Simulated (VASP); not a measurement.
A run of VASP 6.6.1 is set up as follows.

The input INCAR:

```
PREC = Accurate ; ENCUT = 520
EDIFF = 1E-6 ; ISMEAR = 0
SIGMA = 0.1 ; LREAL = F
LASPH = T ; NELM = 60
ALGO = Normal ; ISIF = 2
LWAVE = F ; LCHARG = F
GGA = PE ; NBANDS = 14
```

The input KPOINTS:

```
regular mesh
0
Gamma
  6 6 6
```

Contents of POSCAR:

```
InH
1.0
    1.6920000000      0.9768766600      2.7877216500
   -1.6920000000      0.9768766600      2.7877216500
    0.0000000000     -1.9537533100      2.7877216500
In H
1 1
Direct
    0.0000000000      0.0000000000      0.0000000000
    0.5000000000      0.5000000000      0.5000000000
```

Potentials or basis: VASP PAW PBE potentials, release 64 (In_d, H).

Command:

```bash
$ cat potpaw_PBE.64/In_d/POTCAR potpaw_PBE.64/H/POTCAR > POTCAR
$ mpirun -np 1 vasp_std > vasp.out
```

Problem. Predict the band gap on the k mesh.

Solution. Zero (bands 7 and 8 overlap by 5.61 eV).

Problem. Predict the pressure.

Solution. 6.8 GPa.

Stress tensor (GPa, compression positive):
```
6.13 0.00 0.00
0.00 6.13 0.00
0.00 0.00 8.17
```

Caveat: the k points lie up to 0.38 Å⁻¹ apart, too coarse for converged energies and pressures of a metal; spin-orbit coupling is left out, which moves the levels of the heavy elements.
